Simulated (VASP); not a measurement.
MnGe, 8 atoms in the cell. It takes space group P2_13 (No. 198, cubic). Conventional cell: a = 4.528 Å, b = 4.528 Å, c = 4.528 Å, α = 90.00°, β = 90.00°, γ = 90.00°. Within 3.1 Å of Mn (site symmetry 3) lie 7 Ge at 2.31 to 2.54 Å and 6 Mn at 2.78 Å. Ge (site symmetry 3) has 7 Mn at 2.31 to 2.54 Å and 6 Ge at 2.80 Å within 3.1 Å. 

```yaml
Program: VASP 6.6.1
Task: single point
Functional: PBEsol
Potentials_or_basis: VASP PAW PBE potentials, release 64 (Mn_pv, Ge_d)
Cutoff: 520 eV
k_mesh: 6 × 6 × 6
Occupations: fermi-dirac, width 0.1 eV
Spin: collinear spin, ferromagnetic start
Starting_moments: "[4.0, 4.0, 4.0, 4.0, 0.0, 0.0, 0.0, 0.0] μB"
Dipole_correction: no
Further_INCAR_settings: ALGO = Normal; EDIFF = 1e-07; NBANDS = 68
```

Potentials or basis: VASP PAW PBE potentials, release 64 (Mn_pv, Ge_d).

Command:

```console
$ cat potpaw_PBE.64/Mn_pv/POTCAR potpaw_PBE.64/Ge_d/POTCAR > POTCAR
$ mpirun -np 1 vasp_std > vasp.out
```

Hardware: 1 thread of Intel Xeon 8259CL, with other jobs on the host.

Task: How long does it take, and how much memory?

Result: Wall time 6.4 min on 1 thread of Intel Xeon 8259CL, on a shared host, peak memory 0.37 GiB. Counts: scf iterations 18, k points 24.
